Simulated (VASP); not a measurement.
A run of VASP 6.6.1 is set up as follows.

The input INCAR:

```
  PREC = Accurate
  ENCUT = 520
  EDIFF = 1E-7
  ISMEAR = -1
  SIGMA = 0.05
  LREAL = False
  LASPH = True
  NELM = 100
  ALGO = Normal
  ISIF = 2
  LWAVE = False
  LCHARG = False
  GGA = PS
  NBANDS = 15
```

KPOINTS

```
Automatic mesh
0
Gamma
  9 9 9
```

The input POSCAR:

```
SrO
1.0
    0.0000000000      2.4877362440      2.4877362440
    2.4877362440      0.0000000000      2.4877362440
    2.4877362440      2.4877362440      0.0000000000
Sr O
1 1
Direct
    0.5000000000      0.5000000000      0.5000000000
    0.0000000000      0.0000000000      0.0000000000
```

Potentials or basis: VASP PAW PBE potentials, release 64 (Sr_sv, O).

Launch:

```console
$ cat potpaw_PBE.64/Sr_sv/POTCAR potpaw_PBE.64/O/POTCAR > POTCAR
$ mpirun -np 1 vasp_std > vasp.out
```

(1) Predict the band gap on the k mesh.

(2) Predict the pressure.

Answers

(1) 3.12 eV (least direct gap 3.14 eV).

(2) 10.9 GPa.

Caveat: the cell stands under pressure; the PAW data sets were made with another functional, which shifts forces and pressure a little; an odd mesh through Γ misses points on the zone boundary, where band edges can lie.
